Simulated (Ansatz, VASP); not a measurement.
**One calculation of H2O, two programs**

File INCAR:

```
PREC = Accurate
ENCUT = 520
EDIFF = 1E-6
ISMEAR = 0
SIGMA = 0.01
LREAL = F
LASPH = T
NELM = 120
ALGO = Normal
ISIF = 2
LWAVE = F
LCHARG = F
GGA = PE
IVDW = 12
NBANDS = 11
GGA_COMPAT = F
NELMDL = -8
```

KPOINTS

```
regular mesh
0
Gamma
  1 1 1
```

POSCAR

```
H2O
1.0
   12.0000000000      0.0000000000      0.0000000000
    0.0000000000     12.5000000000      0.0000000000
    0.0000000000      0.0000000000     13.0000000000
O H
1 2
Direct
    0.5000000000      0.5000000000      0.5229517360
    0.5000000000      0.5611373503      0.4770566512
    0.5000000000      0.4388626497      0.4770566512
```

Input for Ansatz:

```yaml
crystal:
  lattice:
    - [12.0, 0.0, 0.0]
    - [0.0, 12.5, 0.0]
    - [0.0, 0.0, 13.0]
  atoms:
    - { symbol: O, position: [0.5, 0.5, 0.522951736] }
    - { symbol: H, position: [0.5, 0.5611373503, 0.4770566512] }
    - { symbol: H, position: [0.5, 0.4388626497, 0.4770566512] }
scf:
  occupations: { method: gaussian, width: 0.01 }
output:
  forces: true
hamiltonian:
  xc: pbe
  dispersion: d3bj
kpoints:
  mp_grid: { grid: [1, 1, 1] }
```

Alike in both runs: task single point; functional PBE; dispersion D3(BJ); k mesh 1 × 1 × 1; occupations gaussian, width 0.01 eV; no spin polarisation.

|  | VASP | Ansatz |
| --- | --- | --- |
| version | VASP 6.6.1 | Ansatz 0.2.0 |
| potentials or method | VASP PAW PBE potentials, release 64 (O, H) | scalar-relativistic, plane waves, PAW |
| plane-wave cutoff (eV) | 520 | 420 |
| valence electrons in the cell | 8 | 8 |

Ansatz gave:

- rms of the force components (eV/Å): 0.000

Problem. Estimate VASP's values.

Solution. rms of the force components (eV/Å): 0.069.

Atom by atom the forces differ by 0.069 eV/Å (rms over components).
